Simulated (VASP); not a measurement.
A run of VASP 6.6.1:

The input INCAR:

```
SYSTEM = ZnO
PREC = Accurate
ENCUT = 600
EDIFF = 1E-6
ISMEAR = -1
SIGMA = 0.05
LREAL = .False.
LASPH = .True.
NELM = 120
ALGO = Normal
ISIF = 2
LWAVE = .False.
LCHARG = .True.
GGA = PE
LELF = .True.
LVHAR = .True.
NBANDS = 16
GGA_COMPAT = .False.
```

The input KPOINTS:

```
Automatic mesh
0
Gamma
  10 10 10
  0 0 0
```

The input POSCAR:

```
ZnO
1.0
    2.7060132341      0.0000000000      0.0000000000
    0.0000000000      2.7060132341      0.0000000000
    0.0000000000      0.0000000000      2.7060132341
Zn O
1 1
Direct
    0.0000000000      0.0000000000      0.0000000000
    0.5000000000      0.5000000000      0.5000000000
```

Potentials or basis: VASP PAW PBE potentials, release 64 (Zn, O).

Run with:

```console
$ cat potpaw_PBE.64/Zn/POTCAR potpaw_PBE.64/O/POTCAR > POTCAR
$ mpirun -np 1 vasp_std > vasp.out
```

Hardware: 1 thread of AMD EPYC 7R13 Processor (Zen 3), with other jobs on the host.

How long does it take, and how much memory?

Run time: 14 s on 1 thread of AMD EPYC 7R13 Processor (Zen 3), on a shared host, peak memory 0.12 GiB. Counts: scf iterations 13, k points 56.
